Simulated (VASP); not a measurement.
Input of a VASP 6.6.1 run:

The input INCAR:

```
  ALGO = Normal
  EDIFF = 1E-6
  ENCUT = 500
  GGA = PE
  GGA_COMPAT = False
  ISIF = 2
  ISMEAR = 0
  LASPH = True
  LCHARG = True
  LELF = True
  LREAL = False
  LVHAR = True
  LWAVE = False
  NBANDS = 14
  NELM = 120
  PREC = Accurate
  SIGMA = 0.1
```

File KPOINTS:

```
k-points
0
Gamma
  12 12 4
```

POSCAR

```
Al
1.0
    2.8619657782      0.0000000000      0.0000000000
   -1.4309828891      2.4785350687      0.0000000000
    0.0000000000      0.0000000000      9.2873970854
Al
4
Direct
    0.0000000000      0.0000000000      0.0000000000
    0.3333333333      0.6666666667      0.2500000000
    0.0000000000      0.0000000000      0.5000000000
    0.6666666667      0.3333333333      0.7500000000
```

Potentials or basis: VASP PAW PBE potentials, release 64 (Al).

Command:

```sh
$ cat potpaw_PBE.64/Al/POTCAR > POTCAR
$ mpirun -np 1 vasp_std > vasp.out
```

(1) Estimate the band gap on the k mesh.

(2) What does it give for the pressure?

Answers

(1) zero (band 6 reaches 11.94 eV, above the bottom of band 7 at 6.66 eV).

(2) 0.3 GPa.
